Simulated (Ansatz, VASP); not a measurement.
## Two plane-wave programs on TiO2

The input INCAR:

```
PREC = Accurate
ENCUT = 520
EDIFF = 1E-8
ISMEAR = -1
SIGMA = 0.02
LREAL = False
LASPH = True
NELM = 120
ALGO = Normal
ISIF = 2
LWAVE = False
LCHARG = False
GGA = PS
LEFG = True
NBANDS = 60
GGA_COMPAT = False
```

Contents of KPOINTS:

```
Automatic mesh
0
Gamma
  7 6 7
```

Contents of POSCAR:

```
TiO2
1.0
    4.5890000000      0.0000000000      0.0000000000
    0.0000000000      4.8490000000      0.0000000000
   -0.7081993865      0.0000000000      4.6827502206
Ti O
4 8
Direct
    0.2789943989      0.0465515610      0.2112229557
    0.7210056011      0.5465515610      0.2887770443
    0.7210056011      0.9534484390      0.7887770443
    0.2789943989      0.4534484390      0.7112229557
    0.0855917885      0.3732413166      0.3028118073
    0.9144082115      0.8732413166      0.1971881927
    0.9144082115      0.6267586834      0.6971881927
    0.0855917885      0.1267586834      0.8028118073
    0.4338385079      0.7639177056      0.4895583134
    0.5661614921      0.2639177056      0.0104416866
    0.5661614921      0.2360822944      0.5104416866
    0.4338385079      0.7360822944      0.9895583134
```

Input for Ansatz:

```yaml
crystal:
  lattice:
    - [4.589, 0.0, 0.0]
    - [0.0, 4.849, 0.0]
    - [-0.7081993865, 0.0, 4.6827502206]
  atoms:
    - { symbol: Ti, position: [0.2789943989, 0.046551561, 0.2112229557] }
    - { symbol: Ti, position: [0.7210056011, 0.546551561, 0.2887770443] }
    - { symbol: Ti, position: [0.7210056011, 0.953448439, 0.7887770443] }
    - { symbol: Ti, position: [0.2789943989, 0.453448439, 0.7112229557] }
    - { symbol: O, position: [0.0855917885, 0.3732413166, 0.3028118073] }
    - { symbol: O, position: [0.9144082115, 0.8732413166, 0.1971881927] }
    - { symbol: O, position: [0.9144082115, 0.6267586834, 0.6971881927] }
    - { symbol: O, position: [0.0855917885, 0.1267586834, 0.8028118073] }
    - { symbol: O, position: [0.4338385079, 0.7639177056, 0.4895583134] }
    - { symbol: O, position: [0.5661614921, 0.2639177056, 0.0104416866] }
    - { symbol: O, position: [0.5661614921, 0.2360822944, 0.5104416866] }
    - { symbol: O, position: [0.4338385079, 0.7360822944, 0.9895583134] }
kpoints:
  mp_grid: { grid: [7, 6, 7] }
scf:
  occupations: { method: fermi_dirac, width: 0.02 }
hamiltonian:
  xc: pbesol
  pseudopotentials: { kind: paw }
output:
  forces: true
  stress: true
  populations: true
  efg:
    quadrupole_moments_barn: { Ti: 0.247, O: -0.02558 }
    contact_densities: true
  write_density: true
  write_potential: true
  elf: true
  volumetric_format: npy
```

Alike in both runs: task electric field gradients; functional PBEsol; k mesh 7 × 6 × 7; occupations fermi-dirac, width 0.02 eV; no spin polarisation.

|  | VASP | Ansatz |
| --- | --- | --- |
| version | VASP 6.6.1 | Ansatz 0.2.0 |
| potentials or method | VASP PAW PBE potentials, release 64 (Ti_sv, O) | plane-wave PAW, scalar-relativistic |
| plane-wave cutoff (eV) | 520 | 420 |
| valence electrons in the cell | 96 | 96 |

VASP gave:

* gap on the k mesh at the Fermi level (eV): 2.34
* pressure (GPa): 19.5
* traceless stress, the component that is largest in VASP (GPa): 0.45
* rms of the force components (eV/Å): 0.036
* size of Vzz on the site where it differs most (V/Å²): 40.7

Question: What did Ansatz give for the same quantities?

Answer: gap on the k mesh at the Fermi level (eV): 2.36; pressure (GPa): 18.5; traceless stress, the component that is largest in VASP (GPa): 0.33; rms of the force components (eV/Å): 0.041; size of Vzz on the site where it differs most (V/Å²): 42.0.

VASP's potentials were made for PBE, not for PBEsol. Atom by atom the forces differ by 0.015 eV/Å (rms over components).
